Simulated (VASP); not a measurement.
**CoSbH4: single point with PBE**

Crystal: CoSbH4.

```xyz
6
Lattice="3.5186 0.0000 0.0000 0.0000 3.5186 0.0000 0.0000 0.0000 8.9210" Properties=species:S:1:pos:R:3 pbc="T T T"
Co    1.7593    1.7593    4.4605
Sb    0.0000    0.0000    4.4605
H     2.1316    0.0000    0.0000
H     1.3870    0.0000    0.0000
H     0.0000    2.1316    0.0000
H     0.0000    1.3870    0.0000
```

The cell was built from a structure type or drawn by symmetry, and may not be a known phase.

```yaml
Program: VASP 6.6.1
Task: single point
Functional: PBE
Potentials_or_basis: VASP PAW PBE potentials, release 64 (Co, Sb, H)
Cutoff: 520 eV
k_mesh: 10 × 10 × 4
Occupations: gaussian, width 0.1 eV
Spin: no spin polarisation
```

```json
{"Pressure": "-0.2 GPa", "Largest force": "0.014 eV/Å", "Band gap on the k mesh": "zero (bands 9 and 10 overlap by 0.38 eV)"}
```

Forces on the atoms (eV/Å):
```
Co   0.000  0.000  0.000
Sb   0.000  0.000  0.000
H   -0.014  0.000  0.000
H    0.014  0.000  0.000
H    0.000 -0.014  0.000
H    0.000  0.014  0.000
```

Stress tensor (GPa, compression positive):
```
-0.24  0.00  0.00
 0.00 -0.24  0.00
 0.00  0.00 -0.08
```

Levels at points of the mesh, in eV from the Fermi level:
```tsv
k point	band 6	band 7	band 8	band 9	band 10	band 11	band 12	band 13
(0.00, 0.00, 0.00)	-1.12	-0.42	-0.42	-0.39	1.11	1.11	4.68	4.81
(0.50, 0.00, 0.00)	-2.15	-0.63	-0.40	-0.18	1.47	2.88	5.33	6.25
(0.50, 0.50, 0.00)	-0.83	-0.83	-0.56	-0.19	0.43	0.77	1.28	2.68
(0.00, 0.00, 0.50)	-1.12	-0.42	-0.42	-0.42	1.11	1.11	3.60	5.99
(0.50, 0.00, 0.50)	-2.14	-0.63	-0.40	-0.19	1.49	2.97	5.33	5.96
(0.50, 0.50, 0.50)	-0.83	-0.83	-0.56	-0.18	0.43	0.74	1.28	2.75
```

Wall time 2.7 min on 1 thread of Intel Xeon 8259CL, on a shared host, peak memory 0.32 GiB.

Caveat: spin-orbit coupling is left out, which moves the levels of the heavy elements; the run has no spin polarisation, though such a crystal can be magnetic. Spin polarisation is off, so any magnetic state and its effect on volume and gap are missing.
